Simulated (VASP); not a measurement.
# Pd (Fm-3m) in VASP: a series of runs

The runs below take Pd through single point, with LDA.

Everything below comes from runs of VASP 6.6.1. Logs are shortened: lines on timing, memory, paths and dates and some standing lists are left out, and cuts for length are marked.

### 1 The cell of the first run

It takes space group Fm-3m (No. 225, cubic). Conventional cell: a = 3.841 Å, b = 3.841 Å, c = 3.841 Å, α = 90.00°, β = 90.00°, γ = 90.00°. Within 3.6 Å of Pd (site symmetry m-3m) lie 12 Pd at 2.72 Å.

### 2 Single point, LDA, collinear spin, ferromagnetic start

The input, INCAR:

```
SYSTEM = Pd
ALGO     = Normal         ! electronic algorithm
EDIFF    = 1E-6           ! SCF threshold, eV
ENCUT    = 520            ! plane-wave cutoff, eV
ISIF     = 2              ! what is computed and relaxed
ISMEAR   = -1             ! smearing method
ISPIN    = 2              ! spin polarisation
LASPH    = .TRUE.         ! aspherical terms in the spheres
LCHARG   = .FALSE.        ! write CHGCAR
LMAXMIX  = 4              ! l up to which the mixer works
LORBIT   = 11             ! projections on sites
LREAL    = .FALSE.        ! projectors in reciprocal space
LWAVE    = .FALSE.        ! write WAVECAR
MAGMOM   = 0.5            ! initial moments
NBANDS   = 15             ! bands
NELM     = 150            ! most SCF steps
PREC     = Accurate       ! precision mode
SIGMA    = 0.03           ! smearing width, eV
```

The input, KPOINTS:

```
k-points
0
G
  14 14 14
  0 0 0
```

The input, POSCAR:

```
Pd
1.0
    0.0000000000      1.9202771092      1.9202771092
    1.9202771092      0.0000000000      1.9202771092
    1.9202771092      1.9202771092      0.0000000000
Pd
1
Direct
    0.0000000000      0.0000000000      0.0000000000
```

Potentials or basis: VASP PAW LDA potentials, release 64 (Pd).

Command:

```bash
$ cat potpaw_LDA.64/Pd/POTCAR > POTCAR
$ mpirun -np 1 vasp_std > vasp.out
```

OUTCAR:

```text
SYSTEM = Pd
   EDIFF = 1E-6
   ENCUT = 520
   ISIF = 2
   ISMEAR = -1
   ISPIN = 2
   LASPH = .TRUE.
   LORBIT = 11
   LREAL = .FALSE.
   NELM = 150
   PREC = Accurate

 ion  position               nearest neighbor table
   1  0.000  0.000  0.000-

  LATTYP: Found a face centered cubic cell.
 ALAT       =     3.8405542184

  Lattice vectors:

 A1 = (   0.0000000000,   1.9202771092,   1.9202771092)
 A2 = (   1.9202771092,   0.0000000000,   1.9202771092)
 A3 = (   1.9202771092,   1.9202771092,   0.0000000000)

Analysis of symmetry for initial positions (statically):
=====================================================================
 Subroutine PRICEL returns:
 Original cell was already a primitive cell.

 Routine SETGRP: Setting up the symmetry group for a
 face centered cubic supercell.

 Subroutine GETGRP returns: Found 48 space group operations
 (whereof 48 operations were pure point group operations)
 out of a pool of 48 trial point group operations.

The static configuration has the point symmetry O_h .

Analysis of symmetry for dynamics (positions and initial velocities):
=====================================================================
 Subroutine PRICEL returns:
 Original cell was already a primitive cell.

 Routine SETGRP: Setting up the symmetry group for a
 face centered cubic supercell.

 Subroutine GETGRP returns: Found 48 space group operations
 (whereof 48 operations were pure point group operations)
 out of a pool of 48 trial point group operations.

The dynamic configuration has the point symmetry O_h .

Analysis of structural, dynamic, and magnetic symmetry:
=====================================================================
 Subroutine PRICEL returns:
 Original cell was already a primitive cell.

 Routine SETGRP: Setting up the symmetry group for a
 face centered cubic supercell.

 Subroutine GETGRP returns: Found 48 space group operations
 (whereof 48 operations were pure point group operations)
 out of a pool of 48 trial point group operations.

The overall configuration has the point symmetry O_h .

 Subroutine INISYM returns: Found 48 space group operations
 (whereof 48 operations are pure point group operations),
 and found     1 'primitive' translations

----------------------------------------------------------------------------------------

                                     Primitive cell

  volume of cell :      14.1619

  direct lattice vectors                    reciprocal lattice vectors
     0.000000000  1.920277109  1.920277109    -0.260379087  0.260379087  0.260379087
     1.920277109  0.000000000  1.920277109     0.260379087 -0.260379087  0.260379087
     1.920277109  1.920277109  0.000000000     0.260379087  0.260379087 -0.260379087

  length of vectors
     2.715681931  2.715681931  2.715681931     0.450989807  0.450989807  0.450989807

  position of ions in fractional coordinates (direct lattice)
     0.000000000  0.000000000  0.000000000

  ion indices of the primitive-cell ions
   primitive index   ion index
                 1           1

----------------------------------------------------------------------------------------

 KPOINTS: k-points

Automatic generation of k-mesh.
 Grid dimensions read from file:
 generate k-points for:   14   14   14

 Generating k-lattice:

  Cartesian coordinates                     Fractional coordinates (reciprocal lattice)
    -0.018598506  0.018598506  0.018598506     0.071428571  0.000000000  0.000000000
     0.018598506 -0.018598506  0.018598506     0.000000000  0.071428571  0.000000000
     0.018598506  0.018598506 -0.018598506     0.000000000  0.000000000  0.071428571

  Length of vectors
     0.032213558  0.032213558  0.032213558

  Shift w.r.t. Gamma in fractional coordinates (k-lattice)
     0.000000000  0.000000000  0.000000000

 Subroutine IBZKPT returns following result:
 ===========================================

 Found    104 irreducible k-points:

 Following reciprocal coordinates:
            Coordinates               Weight
  0.000000  0.000000  0.000000      1.000000
  0.071429  0.000000  0.000000      8.000000
  0.142857  0.000000  0.000000      8.000000
  0.214286  0.000000  0.000000      8.000000
  0.285714  0.000000  0.000000      8.000000
  0.357143  0.000000  0.000000      8.000000
[... 16 lines left out ...]
  0.214286  0.142857  0.000000     24.000000
  0.285714  0.142857  0.000000     24.000000
 [... further k-points ...]
   k-points           NKPTS =    104   k-points in BZ     NKDIM =    104   number of bands    NBANDS=     15
   number of dos      NEDOS =    301   number of ions     NIONS =      1
   total plane-waves  NPLWV =   8000
   dimension x,y,z NGX =    20 NGY =   20 NGZ =   20
   dimension x,y,z NGXF=    40 NGYF=   40 NGZF=   40
   ions per type =               1
   NGX,Y,Z   is equivalent  to a cutoff of  12.24, 12.24, 12.24 a.u.
   NGXF,Y,Z  is equivalent  to a cutoff of  24.49, 24.49, 24.49 a.u.
 SYSTEM =  Pd
   PREC   = accura    normal or accurate (medium, high low for compatibility)
   ISTART =      0    job   : 0-new  1-cont  2-samecut
   ICHARG =      2    charge: 1-file 2-atom 10-const
   ISPIN  =      2    spin polarized calculation?
   LNONCOLLINEAR =      F non collinear calculations
   LSORBIT =      F    spin-orbit coupling
   LASPH  =      T    aspherical Exc in radial PAW
   ENCUT  =  520.0 eV  38.22 Ry    6.18 a.u.   5.05  5.05  5.05*2*pi/ulx,y,z
   NELM   =    150;   NELMIN=  2; NELMDL= -5     # of ELM steps
   EDIFF  = 0.1E-05   stopping-criterion for ELM
   LREAL  =      F    real-space projection
   EDIFFG = 0.1E-04   stopping-criterion for IOM
   NSW    =      0    number of steps for IOM
   IBRION =     -1    ionic relax: 0-MD 1-quasi-New 2-CG
   NFREE  =      0    steps in history (QN), initial steepest desc. (CG)
   ISIF   =      2    stress and relaxation
   ISYM   =      2    0-nonsym 1-usesym 2-fastsym
   POTIM  = 0.5000    time-step for ionic-motion
   TEBEG  =    0.0;   TEEND  =   0.0 temperature during run
   PSTRESS=    0.0 pullay stress
   NELECT =      10.0000    total number of electrons
   NUPDOWN=      -1.0000    fix difference up-down
   EMIN   =  10.00;   EMAX   =-10.00  energy-range for DOS
   EFERMI =   0.00;   METHOD = LEGACY
   ISMEAR =    -1;   SIGMA  =   0.03  broadening in eV -4-tet -1-fermi 0-gaus
   EFERMI_NEDOS =   21; number of points for ismear=-14 and -15
   IALGO  =     38    algorithm
   IMIX   =      4    mixing-type and parameters
     AMIX     =   0.40;   BMIX     =  1.00
     AMIX_MAG =   1.60;   BMIX_MAG =  1.00
  volume/ion in A,a.u.               =      14.16        95.57
  Fermi-wavevector in a.u.,A,eV,Ry     =   1.457810  2.754861 28.915238  2.125210
  Thomas-Fermi vector in A             =   2.574568
   LORBIT       =     11    0 simple, 1 ext, 2 COOP (PROOUT), +10 PAW based schemes
   GGA     = CA    functional components
   LHFCALC =     F    Hartree Fock is set to
   AEXX    =    0.0000 exact exchange contribution
   IVDW    =     0    specifies the selected vdW correction
   LEPSILON=     F    determine dielectric tensor
   LRPA    =     F    only Hartree local field effects (RPA)
 spin polarized calculation
  energy-cutoff  :      520.00
  volume of cell :       14.16
 maximum number of plane-waves:       392
   NGX =  9   NGY =  9   NGZ =  9

 number of electron      10.0000005 magnetization       0.2364670

 Free energy of the ion-electron system (eV)
  ---------------------------------------------------
  ext. energy  EPLUGINS =         0.00000000
  ---------------------------------------------------
  free energy    TOTEN  =        -6.48700842 eV

  energy without entropy =       -6.47921563  energy(sigma->0) =       -6.48311203

 E-fermi :  10.3033     XC(G=0): -13.7677

 val. band max:       10.2939612985   @ k =   0.5000   0.2857   0.0714
 cond. band min:      10.3063964625   @ k =  -0.4286   0.1429   0.0714
 fundamental gap:      0.0124351640
 Fermi energy:        10.3033163711

 spin component 1

 k-point     1 :       0.0000    0.0000    0.0000
  band No.  band energies     occupation
      1       2.7260      1.00000
      2       7.1644      1.00000
      3       7.1644      1.00000
      4       7.1644      1.00000
      5       8.9254      1.00000
      6       8.9254      1.00000
      7      27.4239      0.00000
      8      32.3791      0.00000
      9      32.3791      0.00000
     10      32.3791      0.00000
     11      35.7706      0.00000
     12      38.0278      0.00000
     13      41.6494      0.00000
     14      41.6494      0.00000
     15      41.6494      0.00000

 k-point     2 :       0.0714    0.0000    0.0000
  band No.  band energies     occupation
      1       2.9177      1.00000
      2       7.0945      1.00000
      3       7.2324      1.00000
      4       7.2324      1.00000
      5       8.8923      1.00000
      6       8.8923      1.00000
      7      27.6423      0.00000
      8      31.2354      0.00000
      9      32.6149      0.00000
     10      32.6149      0.00000
     11      35.7932      0.00000
     12      38.7786      0.00000
     13      40.8956      0.00000
     14      41.0618      0.00000
     15      41.0618      0.00000
[... 365 lines left out ...]
      3       7.7473      1.00000
      4       7.8558      1.00000
      5       8.4138      1.00000
      6       9.2765      1.00000
      7      28.3643      0.00000
      8      29.2454      0.00000
      9      30.9723      0.00000
     10      31.8483      0.00000
     11      35.7166      0.00000
     12      37.7911      0.00000
     13      38.8807      0.00000
     14      39.4582      0.00000
     15      42.7039      0.00000

 k-point    24 :       0.2857    0.1429    0.0000
  band No.  band energies     occupation
      1       4.8805      1.00000
      2       6.3496      1.00000
      3       7.4988      1.00000
      4       7.9449      1.00000
      5       9.0592      1.00000
      6       9.5322      1.00000
      7      25.9312      0.00000
      8      29.0868      0.00000
      9      30.4461      0.00000
     10      32.2692      0.00000
     11      35.7068      0.00000
     12      37.2869      0.00000
     13      38.6504      0.00000
     14      39.3086      0.00000
     15      42.6818      0.00000

 [... further k-points ...]

 spin component 2

 k-point     1 :       0.0000    0.0000    0.0000
  band No.  band energies     occupation
      1       2.7700      1.00000
      2       7.3151      1.00000
      3       7.3151      1.00000
      4       7.3151      1.00000
      5       9.0701      1.00000
      6       9.0701      1.00000
      7      27.4654      0.00000
      8      32.4191      0.00000
      9      32.4191      0.00000
     10      32.4191      0.00000
     11      36.0648      0.00000
     12      38.0506      0.00000
     13      41.7207      0.00000
     14      41.7207      0.00000
     15      41.7207      0.00000

 k-point     2 :       0.0714    0.0000    0.0000
  band No.  band energies     occupation
      1       2.9618      1.00000
      2       7.2439      1.00000
      3       7.3833      1.00000
      4       7.3833      1.00000
      5       9.0366      1.00000
      6       9.0366      1.00000
      7      27.6860      0.00000
      8      31.2745      0.00000
      9      32.6561      0.00000
     10      32.6561      0.00000
     11      36.0914      0.00000
     12      38.8117      0.00000
     13      40.9613      0.00000
     14      41.1377      0.00000
     15      41.1377      0.00000
[... 365 lines left out ...]
      3       7.8946      1.00000
      4       8.0083      1.00000
      5       8.5528      1.00000
      6       9.4237      1.00000
      7      28.4200      0.00000
      8      29.2929      0.00000
      9      31.0294      0.00000
     10      31.8988      0.00000
     11      36.0039      0.00000
     12      37.8728      0.00000
     13      38.9399      0.00000
     14      39.5323      0.00000
     15      42.7761      0.00000

 k-point    24 :       0.2857    0.1429    0.0000
  band No.  band energies     occupation
      1       4.9433      1.00000
      2       6.4815      1.00000
      3       7.6381      1.00000
      4       8.0946      1.00000
      5       9.1976      1.00000
      6       9.6838      1.00000
      7      25.9950      0.00000
      8      29.1378      0.00000
      9      30.5077      0.00000
     10      32.3260      0.00000
     11      35.9840      0.00000
     12      37.3750      0.00000
     13      38.7050      0.00000
     14      39.3717      0.00000
     15      42.7587      0.00000

 [... further k-points ...]

------------------------ aborting loop because EDIFF is reached ----------------------------------------

  FORCE on cell =-STRESS in cart. coord.  units (eV):
  Direction    XX          YY          ZZ          XY          YZ          ZX
  --------------------------------------------------------------------------------------
  -------------------------------------------------------------------------------------
  Total        0.0294094      0.0294094      0.0294094      0.0000000      0.0000000     -0.0000000
  in kB        3.3271751      3.3271751      3.3271751      0.0000000      0.0000000     -0.0000000
  external PRESSURE =       3.3271751 kB  Pullay stress =       0.0000000 kB

 VOLUME and BASIS-vectors are now :
 -----------------------------------------------------------------------------
  energy-cutoff  :      520.00
  volume of cell :       14.16
      direct lattice vectors                 reciprocal lattice vectors
     0.000000000  1.920277109  1.920277109    -0.260379087  0.260379087  0.260379087
     1.920277109  0.000000000  1.920277109     0.260379087 -0.260379087  0.260379087
     1.920277109  1.920277109  0.000000000     0.260379087  0.260379087 -0.260379087

 POSITION                                       TOTAL-FORCE (eV/Angst)
 -----------------------------------------------------------------------------------
      0.00000      0.00000      0.00000         0.000000     -0.000000      0.000000
 -----------------------------------------------------------------------------------
    total drift:                                0.000000      0.000000      0.000000

  FREE ENERGIE OF THE ION-ELECTRON SYSTEM (eV)
  ---------------------------------------------------
  free  energy   TOTEN  =        -6.4870084201 eV

  energy  without entropy=       -6.4792156332  energy(sigma->0) =       -6.48311203

 total charge

# of ion       s       p       d       tot
------------------------------------------
    1        0.514   0.529   8.484   9.528

 magnetization (x)

# of ion       s       p       d       tot
------------------------------------------
    1        0.003   0.001   0.229   0.233
```

Run time: 28 s. Hardware: 1 thread of Intel Xeon Platinum 8375C at 2.90GHz (Ice Lake), shared host; peak memory 0.14 GiB.

What came out:

```yaml
Free_energy: -6.4870 eV
Pressure: 0.3 GPa
Net_moment: 0.24 μB per cell
Site_moments: Pd +0.23 μB
Valence_electrons_inside_the_program's_atomic_spheres: Pd 9.53
```

Levels at points of the mesh, in eV from the Fermi level:
Spin up:
```tsv
k point	band 1	band 2	band 3	band 4	band 5	band 6	band 7	band 8	band 9	band 10
(0.00, 0.00, 0.00)	-7.58	-3.14	-3.14	-3.14	-1.38	-1.38	17.12	22.08	22.08	22.08
(0.50, 0.00, 0.00)	-5.74	-3.18	-3.18	-0.10	-0.10	0.84	7.53	16.51	21.29	21.29
(0.50, 0.50, 0.00)	-5.84	-5.56	-0.11	0.23	0.23	3.23	11.11	13.26	13.26	22.09
```
Spin down:
```csv
k point,band 2,band 3,band 4,band 5,band 6,band 7,band 8,band 9
"(0.00, 0.00, 0.00)",-2.99,-2.99,-2.99,-1.23,-1.23,17.16,22.12,22.12
"(0.50, 0.00, 0.00)",-3.04,-3.04,0.07,0.07,0.87,7.64,16.54,21.35
"(0.50, 0.50, 0.00)",-5.43,0.04,0.41,0.41,3.27,11.20,13.31,13.31
```

### 3 Single point, LDA, collinear spin, ferromagnetic start

The input, INCAR:

```
SYSTEM = Pd
ALGO = Normal ; EDIFF = 1E-6
ENCUT = 520 ; GGA = CA
ISIF = 2 ; ISMEAR = -1
ISPIN = 2 ; LASPH = .TRUE.
LCHARG = .FALSE. ; LMAXMIX = 4
LORBIT = 11 ; LREAL = .FALSE.
LWAVE = .FALSE. ; MAGMOM = 0.5
NBANDS = 15 ; NELM = 150
PREC = Accurate ; SIGMA = 0.1
```

KPOINTS is that of step 2.

POSCAR is that of step 2.

Potentials or basis: VASP PAW LDA potentials, release 64 (Pd).

Command:

```bash
$ cat potpaw_LDA.64/Pd/POTCAR > POTCAR
$ mpirun -np 1 vasp_std > vasp.out
```

Wall time 28 s (1 thread of Intel Xeon Platinum 8375C at 2.90GHz (Ice Lake), shared host); peak memory 0.14 GiB.

It converged, with:

- Free energy: -6.5230 eV
- Pressure: 0.6 GPa
- Band gap on the k mesh: zero (filled and empty bands overlap)
- Net moment: 0.00 μB per cell
- Valence electrons inside the program's atomic spheres: Pd 9.53

Levels at points of the mesh, in eV from the Fermi level:
Spin up:
```csv
k point,band 1,band 2,band 3,band 4,band 5,band 6,band 7,band 8,band 9,band 10
"(0.00, 0.00, 0.00)",-7.57,-3.08,-3.08,-3.08,-1.33,-1.33,17.12,22.08,22.08,22.08
"(0.50, 0.00, 0.00)",-5.70,-3.13,-3.13,-0.03,-0.03,0.84,7.57,16.51,21.30,21.30
"(0.50, 0.50, 0.00)",-5.81,-5.51,-0.05,0.30,0.30,3.23,11.13,13.27,13.27,22.10
```
Spin down:
```
           k point  band 1  band 2  band 3  band 4  band 5  band 6  band 7  band 8  band 9  band 10
(0.00, 0.00, 0.00)   -7.57   -3.08   -3.08   -3.08   -1.33   -1.33   17.12   22.08   22.08    22.08
(0.50, 0.00, 0.00)   -5.70   -3.13   -3.13   -0.03   -0.03    0.84    7.57   16.51   21.30    21.30
(0.50, 0.50, 0.00)   -5.81   -5.51   -0.05    0.30    0.30    3.23   11.13   13.27   13.27    22.10
```

### 4 Single point, LDA, collinear spin, ferromagnetic start (volume scaled by 1.08)

The input, INCAR:

```
SYSTEM = Pd
ALGO = Normal
EDIFF = 1E-6
ENCUT = 520
ISIF = 2
ISMEAR = -1
ISPIN = 2
LASPH = .TRUE.
LCHARG = .FALSE.
LMAXMIX = 4
LORBIT = 11
LREAL = .FALSE.
LWAVE = .FALSE.
MAGMOM = 0.5
NBANDS = 15
NELM = 150
PREC = Accurate
SIGMA = 0.05
```

The input, KPOINTS:

```
k-points
0
G
  23 23 23
  0 0 0
```

The input, POSCAR:

```
Pd
1.0
    0.0000000000      1.9701765899      1.9701765899
    1.9701765899      0.0000000000      1.9701765899
    1.9701765899      1.9701765899      0.0000000000
Pd
1
Direct
    0.0000000000      0.0000000000      0.0000000000
```

Command:

```bash
$ cat potpaw_LDA.64/Pd/POTCAR > POTCAR
$ mpirun -np 1 vasp_std > vasp.out
```

Wall time 7.6 min (1 thread of AMD EPYC 7R13, shared host); peak memory 0.2 GiB.

Results (log left out):

| Property | Result |
| --- | --- |
| Free energy | -6.4507 eV |
| Pressure | -14.1 GPa |
| Band gap on the k mesh | zero (filled and empty bands overlap) |
| Net moment | 0.00 μB per cell |
| Valence electrons inside the program's atomic spheres | Pd 9.36 |

Levels at points of the mesh, in eV from the Fermi level:
Spin up:
```
           k point  band 1  band 2  band 3  band 4  band 5  band 6  band 7  band 8  band 9  band 10
(0.00, 0.00, 0.00)   -6.95   -2.71   -2.71   -2.71   -1.15   -1.15   17.12   21.63   21.63    21.63
```
Spin down:
| k point | band 2 | band 3 | band 4 | band 5 | band 6 | band 7 | band 8 | band 9 |
| --- | --- | --- | --- | --- | --- | --- | --- | --- |
| (0.00, 0.00, 0.00) | -2.71 | -2.71 | -2.71 | -1.15 | -1.15 | 17.12 | 21.63 | 21.63 |

(Continued in part 2 of 2.)
